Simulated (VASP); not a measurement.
# LiNbO3: density of states with PBE

LiNbO3:

```
Li Nb O
1.0
     2.59475    1.49808    4.67149
    -2.59475    1.49808    4.67149
     0.00000   -2.99616    4.67149
Li Nb O
2 2 6
Direct
  0.28160 0.28160 0.28160
  0.78160 0.78160 0.78160
  0.00045 0.00045 0.00045
  0.50045 0.50045 0.50045
  0.11044 0.35817 0.72115
  0.72115 0.11044 0.35817
  0.35817 0.72115 0.11044
  0.22115 0.85817 0.61044
  0.85817 0.61044 0.22115
  0.61044 0.22115 0.85817
```

```
Program                 : VASP 6.6.1
Task                    : density of states
Functional              : PBE
Potentials or basis     : VASP PAW PBE potentials, release 64 (Li_sv, Nb_sv, O)
Cutoff                  : 520 eV
k mesh                  : 6 × 6 × 6
Occupations             : gaussian, width 0.02 eV
Spin                    : no spin polarisation
Dipole correction       : no
k mesh for the DOS      : 9 × 9 × 9
Occupations for the DOS : tetrahedron
Further INCAR settings  : ALGO = Normal; EDIFF = 1e-07; NBANDS = 45
```

* Valence electrons inside the program's atomic spheres: Li 2.06; Nb 10.43; O 5.07

Levels at points of the mesh, in eV from the valence-band top:
```csv
k point,band 32,band 33,band 34,band 35,band 36,band 37
"(0.00, 0.00, 0.00)",-0.51,-0.01,-0.01,3.57,3.57,4.03
```

Run time: 4.4 min on 1 thread of Intel(R) Xeon(R) 6975P-C (Granite Rapids) (shared host), peak memory 0.46 GiB.
